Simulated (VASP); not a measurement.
# BP (I-4m2) in VASP: a series of runs

Runs on BP. Level: r2SCAN. Tasks: single point.

All numbers are computed with VASP 6.6.1; they aren't measurements. Logs are shortened: lines on timing, memory, paths and dates and some standing lists are left out, and cuts for length are marked.

### 1 The cell of the first run

It takes space group I-4m2 (No. 119, tetragonal). Conventional cell: a = 2.802 Å, b = 2.802 Å, c = 5.945 Å, α = 90.00°, β = 90.00°, γ = 90.00°. B (site symmetry -4m2) has 4 P at 2.04 Å within 2.7 Å. P (site symmetry -4m2) has 4 B at 2.04 Å within 2.7 Å.

### 2 Single point, r2SCAN

Contents of POSCAR:

```
BP
1.0
    0.0000000000      1.9815135777      2.9722703665
    1.9815135777      0.0000000000      2.9722703665
    1.9815135777      1.9815135777      0.0000000000
B P
1 1
Direct
    0.0000000000      0.0000000000      0.0000000000
    0.7500000000      0.7500000000      0.7500000000
```

Contents of INCAR.step1:

```
PREC = Accurate ; ENCUT = 520
ISMEAR = 0 ; SIGMA = 0.05
LREAL = False ; LASPH = True
NELM = 80 ; NBANDS = 11
GGA = PE ; ALGO = Normal
EDIFF = 1E-4 ; LWAVE = True
LCHARG = False
```

Contents of INCAR.step2:

```
PREC = Accurate ; ENCUT = 520
EDIFF = 1E-6 ; ISMEAR = 0
SIGMA = 0.05 ; LREAL = False
LASPH = True ; NELM = 80
ALGO = Normal ; ISIF = 2
LWAVE = False ; LCHARG = False
METAGGA = R2SCAN ; LMIXTAU = True
NBANDS = 11 ; ISTART = 1
```

Contents of KPOINTS:

```
Automatic mesh
0
Gamma
  12 12 12
```

Potentials or basis: VASP PAW PBE potentials, release 64 (B, P).

The run is started by

```sh
$ cat potpaw_PBE.64/B/POTCAR potpaw_PBE.64/P/POTCAR > POTCAR
$ cp INCAR.step1 INCAR
$ mpirun -np 1 vasp_std > vasp.out
$ cp INCAR.step2 INCAR
$ mpirun -np 1 vasp_std > vasp.out
```

OUTCAR:

```text
PREC = Accurate
   ENCUT = 520
   EDIFF = 1E-6
   ISMEAR = 0
   LREAL = False
   LASPH = True
   NELM = 80
   ISIF = 2
   METAGGA = R2SCAN
   ISTART = 1

 ion  position               nearest neighbor table
   1  0.000  0.000  0.000-   2 2.04   2 2.04   2 2.04   2 2.04
   2  0.750  0.750  0.750-   1 2.04   1 2.04   1 2.04   1 2.04

  LATTYP: Found a body centered tetragonal cell.
 ALAT       =     2.8022833756
 C/A-ratio  =     2.1213203435

  Lattice vectors:

 A1 = (  -1.9815135777,   0.0000000000,   2.9722703665)
 A2 = (   1.9815135777,   0.0000000000,   2.9722703665)
 A3 = (   0.0000000000,   1.9815135777,  -2.9722703665)

Analysis of symmetry for initial positions (statically):
=====================================================================
 Subroutine PRICEL returns:
 Original cell was already a primitive cell.

 Routine SETGRP: Setting up the symmetry group for a
 body centered tetragonal supercell.

 Subroutine GETGRP returns: Found  8 space group operations
 (whereof  8 operations were pure point group operations)
 out of a pool of 16 trial point group operations.

The static configuration has the point symmetry D_2d.

Analysis of symmetry for dynamics (positions and initial velocities):
=====================================================================
 Subroutine PRICEL returns:
 Original cell was already a primitive cell.

 Routine SETGRP: Setting up the symmetry group for a
 body centered tetragonal supercell.

 Subroutine GETGRP returns: Found  8 space group operations
 (whereof  8 operations were pure point group operations)
 out of a pool of 16 trial point group operations.

The dynamic configuration has the point symmetry D_2d.

 Subroutine INISYM returns: Found  8 space group operations
 (whereof  8 operations are pure point group operations),
 and found     1 'primitive' translations

----------------------------------------------------------------------------------------

                                     Primitive cell

  volume of cell :      23.3406

  direct lattice vectors                    reciprocal lattice vectors
     0.000000000  1.981513578  2.972270367    -0.252332361  0.252332361  0.168221574
     1.981513578  0.000000000  2.972270367     0.252332361 -0.252332361  0.168221574
     1.981513578  1.981513578  0.000000000     0.252332361  0.252332361 -0.168221574

  length of vectors
     3.572224404  3.572224404  2.802283376     0.394514561  0.394514561  0.394514561

  position of ions in fractional coordinates (direct lattice)
     0.000000000  0.000000000  0.000000000
     0.750000000  0.750000000  0.750000000

  ion indices of the primitive-cell ions
   primitive index   ion index
                 1           1
                 2           2

----------------------------------------------------------------------------------------

 KPOINTS: Automatic mesh

Automatic generation of k-mesh.
 Grid dimensions read from file:
 generate k-points for:   12   12   12

 Generating k-lattice:

  Cartesian coordinates                     Fractional coordinates (reciprocal lattice)
    -0.021027697  0.021027697  0.014018465     0.083333333  0.000000000  0.000000000
     0.021027697 -0.021027697  0.014018465     0.000000000  0.083333333  0.000000000
     0.021027697  0.021027697 -0.014018465     0.000000000  0.000000000  0.083333333

  Length of vectors
     0.032876213  0.032876213  0.032876213

  Shift w.r.t. Gamma in fractional coordinates (k-lattice)
     0.000000000  0.000000000  0.000000000

 Subroutine IBZKPT returns following result:
 ===========================================

 Found    163 irreducible k-points:

 Following reciprocal coordinates:
            Coordinates               Weight
  0.000000  0.000000  0.000000      1.000000
  0.083333 -0.000000  0.000000      8.000000
  0.166667 -0.000000  0.000000      8.000000
  0.250000  0.000000  0.000000      8.000000
  0.333333 -0.000000  0.000000      8.000000
  0.416667 -0.000000  0.000000      8.000000
[... 16 lines left out ...]
  0.500000  0.166667  0.000000      8.000000
 -0.416667  0.166667  0.000000      8.000000
 [... further k-points ...]
   k-points           NKPTS =    163   k-points in BZ     NKDIM =    163   number of bands    NBANDS=     11
   number of dos      NEDOS =    301   number of ions     NIONS =      2
   total plane-waves  NPLWV =  18816
   dimension x,y,z NGX =    28 NGY =   28 NGZ =   24
   dimension x,y,z NGXF=    56 NGYF=   56 NGZF=   48
   ions per type =               1   1
   NGX,Y,Z   is equivalent  to a cutoff of  13.03, 13.03, 14.24 a.u.
   NGXF,Y,Z  is equivalent  to a cutoff of  26.06, 26.06, 28.48 a.u.
 SYSTEM =  unknown system
   PREC   = accura    normal or accurate (medium, high low for compatibility)
   ISTART =      1    job   : 0-new  1-cont  2-samecut
   ICHARG =      0    charge: 1-file 2-atom 10-const
   ISPIN  =      1    spin polarized calculation?
   LNONCOLLINEAR =      F non collinear calculations
   LSORBIT =      F    spin-orbit coupling
   LASPH  =      T    aspherical Exc in radial PAW
   ENCUT  =  520.0 eV  38.22 Ry    6.18 a.u.   6.64  6.64  5.21*2*pi/ulx,y,z
   NELM   =     80;   NELMIN=  2; NELMDL=  0     # of ELM steps
   EDIFF  = 0.1E-05   stopping-criterion for ELM
   LREAL  =      F    real-space projection
   EDIFFG = 0.1E-04   stopping-criterion for IOM
   NSW    =      0    number of steps for IOM
   IBRION =     -1    ionic relax: 0-MD 1-quasi-New 2-CG
   NFREE  =      0    steps in history (QN), initial steepest desc. (CG)
   ISIF   =      2    stress and relaxation
   ISYM   =      2    0-nonsym 1-usesym 2-fastsym
   POTIM  = 0.5000    time-step for ionic-motion
   TEBEG  =    0.0;   TEEND  =   0.0 temperature during run
   PSTRESS=    0.0 pullay stress
   NELECT =       8.0000    total number of electrons
   NUPDOWN=      -1.0000    fix difference up-down
   EMIN   =  10.00;   EMAX   =-10.00  energy-range for DOS
   EFERMI =   0.00;   METHOD = LEGACY
   ISMEAR =     0;   SIGMA  =   0.05  broadening in eV -4-tet -1-fermi 0-gaus
   EFERMI_NEDOS =   21; number of points for ismear=-14 and -15
   IALGO  =     38    algorithm
   IMIX   =      4    mixing-type and parameters
     AMIX     =   0.40;   BMIX     =  1.00
     AMIX_MAG =   1.60;   BMIX_MAG =  1.00
  volume/ion in A,a.u.               =      11.67        78.76
  Fermi-wavevector in a.u.,A,eV,Ry     =   1.145691  2.165041 17.859102  1.312607
  Thomas-Fermi vector in A             =   2.282378
   LORBIT       =      0    0 simple, 1 ext, 2 COOP (PROOUT), +10 PAW based schemes
   METAGGA = R2SCAN    functional components
   LHFCALC =     F    Hartree Fock is set to
   AEXX    =    0.0000 exact exchange contribution
   IVDW    =     0    specifies the selected vdW correction
   LEPSILON=     F    determine dielectric tensor
   LRPA    =     F    only Hartree local field effects (RPA)
 non-spin polarized calculation
 Gauss-broadening in eV      SIGMA  =   0.05
  energy-cutoff  :      520.00
  volume of cell :       23.34
 maximum number of plane-waves:       647
   NGX = 13   NGY = 13   NGZ = 11

 number of electron       7.9999999 magnetization

 Free energy of the ion-electron system (eV)
  ---------------------------------------------------
  ext. energy  EPLUGINS =         0.00000000
  ---------------------------------------------------
  free energy    TOTEN  =       -14.77521314 eV

  energy without entropy =      -14.77422504  energy(sigma->0) =      -14.77471909

 E-fermi :   8.4356     XC(G=0): -11.7287

 val. band max:        8.4323374784   @ k =  -0.4167   0.0833   0.5000
 cond. band min:       8.4434917331   @ k =  -0.4167   0.0833   0.4167
 fundamental gap:      0.0111542547
 Fermi energy:         8.4356317356

 k-point     1 :       0.0000    0.0000    0.0000
  band No.  band energies     occupation
      1      -8.8529      2.00000
      2       3.5622      2.00000
      3       9.5275      0.00000
      4       9.8332      0.00000
      5       9.8332      0.00000
      6      11.5128      0.00000
      7      11.5128      0.00000
      8      13.0664      0.00000
      9      18.5743      0.00000
     10      19.4156      0.00000
     11      21.0271      0.00000

 k-point     2 :       0.0833   -0.0000    0.0000
  band No.  band energies     occupation
      1      -8.7093      2.00000
      2       3.3766      2.00000
      3       8.5799      0.00004
      4       9.7025      0.00000
      5       9.7763      0.00000
      6      11.0986      0.00000
      7      11.8368      0.00000
      8      13.9592      0.00000
      9      18.7004      0.00000
     10      20.3522      0.00000
     11      21.5540      0.00000

 k-point     3 :       0.1667   -0.0000    0.0000
  band No.  band energies     occupation
      1      -8.2822      2.00000
      2       2.8796      2.00000
      3       6.4568      2.00000
      4       9.4283      0.00000
      5       9.5001      0.00000
      6      11.3749      0.00000
      7      12.5850      0.00000
      8      14.9920      0.00000
      9      19.5562      0.00000
     10      21.6815      0.00000
     11      23.4170      0.00000

 k-point     4 :       0.2500    0.0000    0.0000
  band No.  band energies     occupation
      1      -7.5840      2.00000
      2       2.0275      2.00000
      3       4.5652      2.00000
      4       8.4631      0.43654
      5       9.3871      0.00000
      6      12.7064      0.00000
      7      13.4798      0.00000
      8      15.6159      0.00000
      9      20.6516      0.00000
     10      22.2767      0.00000
     11      23.2796      0.00000

 k-point     5 :       0.3333   -0.0000    0.0000
  band No.  band energies     occupation
      1      -6.6497      2.00000
      2       0.5967      2.00000
      3       3.4969      2.00000
      4       7.6295      2.00000
      5       9.3754      0.00000
      6      14.2773      0.00000
      7      14.3736      0.00000
      8      16.0525      0.00000
      9      21.1385      0.00000
     10      21.5181      0.00000
     11      24.7678      0.00000
[... 211 lines left out ...]
 k-point    21 :       0.3333    0.1667    0.0000
  band No.  band energies     occupation
      1      -7.4995      2.00000
      2       0.0652      2.00000
      3       4.9833      2.00000
      4       8.1046      2.00000
      5      11.5872      0.00000
      6      14.5880      0.00000
      7      15.2926      0.00000
      8      15.5461      0.00000
      9      18.0055      0.00000
     10      22.5891      0.00000
     11      24.6086      0.00000

 k-point    22 :       0.4167    0.1667    0.0000
  band No.  band energies     occupation
      1      -6.6424      2.00000
      2      -0.4207      2.00000
      3       2.9411      2.00000
      4       8.2320      2.00000
      5      10.8244      0.00000
      6      14.9550      0.00000
      7      15.9612      0.00000
      8      17.0032      0.00000
      9      19.8707      0.00000
     10      22.3963      0.00000
     11      23.5989      0.00000

 k-point    23 :       0.5000    0.1667    0.0000
  band No.  band energies     occupation
      1      -5.6270      2.00000
      2      -0.9967      2.00000
      3       1.5187      2.00000
      4       8.5338      0.00551
      5      10.1115      0.00000
      6      15.2518      0.00000
      7      16.1636      0.00000
      8      17.7213      0.00000
      9      20.6119      0.00000
     10      22.8308      0.00000
     11      23.0186      0.00000

 k-point    24 :      -0.4167    0.1667    0.0000
  band No.  band energies     occupation
      1      -4.8193      2.00000
      2      -1.6006      2.00000
      3       1.0853      2.00000
      4       8.9551      0.00000
      5       9.5503      0.00000
      6      15.1866      0.00000
      7      15.8348      0.00000
      8      16.9222      0.00000
      9      21.6134      0.00000
     10      21.8134      0.00000
     11      23.0710      0.00000

 [... further k-points ...]

------------------------ aborting loop because EDIFF is reached ----------------------------------------

  FORCE on cell =-STRESS in cart. coord.  units (eV):
  Direction    XX          YY          ZZ          XY          YZ          ZX
  --------------------------------------------------------------------------------------
  -------------------------------------------------------------------------------------
  Total        3.4497866      3.4497866     -8.7290444      0.0000000      0.0000000      0.0000000
  in kB      236.8047434    236.8047434   -599.1904380      0.0000000      0.0000000      0.0000000
  external PRESSURE =     -41.8603171 kB  Pullay stress =       0.0000000 kB

 VOLUME and BASIS-vectors are now :
 -----------------------------------------------------------------------------
  energy-cutoff  :      520.00
  volume of cell :       23.34
      direct lattice vectors                 reciprocal lattice vectors
     0.000000000  1.981513578  2.972270367    -0.252332361  0.252332361  0.168221574
     1.981513578  0.000000000  2.972270367     0.252332361 -0.252332361  0.168221574
     1.981513578  1.981513578  0.000000000     0.252332361  0.252332361 -0.168221574

 POSITION                                       TOTAL-FORCE (eV/Angst)
 -----------------------------------------------------------------------------------
      0.00000      0.00000      0.00000        -0.000000      0.000000     -0.000000
      2.97227      2.97227      4.45841         0.000000     -0.000000      0.000000
 -----------------------------------------------------------------------------------
    total drift:                               -0.000008     -0.000008     -0.000000

  FREE ENERGIE OF THE ION-ELECTRON SYSTEM (eV)
  ---------------------------------------------------
  free  energy   TOTEN  =       -14.7752131425 eV

  energy  without entropy=      -14.7742250430  energy(sigma->0) =      -14.77471909
```

Wall time 5.6 min (1 thread of AMD EPYC 7R43 (Zen 3), shared host); peak memory 0.14 GiB.

Results:

* Free energy: -14.7752 eV
* Pressure: -4.2 GPa
* Band gap on the k mesh: zero (band 4 reaches 9.83 eV, above the bottom of band 5 at 7.36 eV)

Stress tensor (GPa, compression positive):
```
 23.68   0.00   0.00
  0.00  23.68   0.00
  0.00   0.00 -59.92
```

Caveat: the PAW data sets were made with another functional, which shifts forces and pressure a little.

### 3 Single point, r2SCAN

This run uses another cell than the first one, of the same volume but with other edges.

Contents of POSCAR:

```
BP
1.0
    0.0000000000      2.2993428240      2.2073691110
    2.2993428240      0.0000000000      2.2073691110
    2.2993428240      2.2993428240      0.0000000000
B P
1 1
Direct
    0.0000000000      0.0000000000      0.0000000000
    0.7500000000      0.7500000000      0.7500000000
```

Contents of INCAR.step1:

```
SYSTEM = BP
  ALGO = Normal
  EDIFF = 1E-4
  ENCUT = 520
  GGA = PE
  ISMEAR = 0
  LASPH = .TRUE.
  LCHARG = .FALSE.
  LREAL = .FALSE.
  LWAVE = .TRUE.
  NBANDS = 11
  NELM = 100
  PREC = Accurate
  SIGMA = 0.05
```

Contents of INCAR.step2:

```
SYSTEM = BP
  ALGO = Normal
  EDIFF = 1E-6
  ENCUT = 520
  ISIF = 2
  ISMEAR = 0
  ISTART = 1
  LASPH = .TRUE.
  LCHARG = .FALSE.
  LMIXTAU = .TRUE.
  LREAL = .FALSE.
  LWAVE = .FALSE.
  METAGGA = R2SCAN
  NBANDS = 11
  NELM = 100
  PREC = Accurate
  SIGMA = 0.05
```

Contents of KPOINTS:

```
k-points
0
G
  12 12 12
  0 0 0
```

Potentials or basis: VASP PAW PBE potentials, release 64 (B, P).

The run is started by

```sh
$ cat potpaw_PBE.64/B/POTCAR potpaw_PBE.64/P/POTCAR > POTCAR
$ cp INCAR.step1 INCAR
$ mpirun -np 1 vasp_std > vasp.out
$ cp INCAR.step2 INCAR
$ mpirun -np 1 vasp_std > vasp.out
```

It took 4.5 min on 1 thread of AMD EPYC 7R43 (Zen 3), shared host; peak memory 0.13 GiB.

It converged, with:

- Free energy: -17.2890 eV
- Pressure: -0.5 GPa
- Band gap on the k mesh: 0.80 eV, indirect (least direct gap 3.21 eV)

Stress tensor (GPa, compression positive):
```
-4.25  0.00  0.00
 0.00 -4.25  0.00
 0.00  0.00  6.91
```

Levels at points of the mesh, in eV from the valence-band top:
```csv
k point,band 1,band 2,band 3,band 4,band 5,band 6,band 7,band 8
"(0.00, 0.00, 0.00)",-16.54,-0.41,-0.41,0.00,3.21,3.46,3.46,7.73
"(0.50, 0.00, 0.00)",-13.04,-9.78,-2.41,-1.87,3.68,4.55,5.17,10.68
"(0.50, 0.50, 0.00)",-11.10,-9.15,-4.91,-4.91,0.95,1.24,12.77,12.77
"(0.50, 0.00, 0.50)",-11.51,-9.53,-4.50,-4.42,1.44,1.84,12.30,13.18
```

Caveat: the PAW data sets were made with another functional, which shifts forces and pressure a little. A k mesh can miss the band edges.
